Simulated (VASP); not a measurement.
Here is a VASP 6.6.1 calculation.

The input INCAR:

```
SYSTEM = Si
  PREC = Accurate
  ENCUT = 500
  EDIFF = 1E-6
  ISMEAR = -5
  SIGMA = 0.05
  LREAL = .FALSE.
  LASPH = .TRUE.
  NELM = 120
  ALGO = Normal
  ISIF = 2
  LWAVE = .FALSE.
  LCHARG = .FALSE.
  GGA = RP
  NBANDS = 16
  GGA_COMPAT = .FALSE.
```

File KPOINTS:

```
Automatic mesh
0
G
  12 12 6
  0 0 0
```

POSCAR

```
Si
1.0
    3.8356444877      0.0292738453     -0.0374233115
   -1.8924703502      3.3014020488      0.0637387022
   -0.0618496157      0.0859285768      6.3231105705
Si
4
Direct
    0.3488448916      0.6724086474      0.0868984815
    0.6333981900      0.2790459872      0.5075909733
    0.3649038358      0.7237477558      0.4319008146
    0.6528530826      0.3247976095      0.9736097306
```

Potentials or basis: VASP PAW PBE potentials, release 64 (Si).

Command:

```bash
$ cat potpaw_PBE.64/Si/POTCAR > POTCAR
$ mpirun -np 1 vasp_std > vasp.out
```

Problem. Predict the pressure.

Solution. 13.6 GPa.

Problem. Predict the largest force.

Solution. 10.646 eV/Å.

Problem. What does it give for the band gap on the k mesh?

Solution. Zero (bands 8 and 9 overlap by 1.03 eV).

Forces on the atoms (eV/Å):
```
Si  -0.988 -0.869 -2.065
Si   0.273  9.625  4.541
Si  -0.333 -9.459 -0.326
Si   1.048  0.704 -2.150
```

Caveat: the cell stands under pressure; the PAW data sets were made with another functional, which shifts forces and pressure a little; tetrahedron occupations give inexact forces and stress in metals.
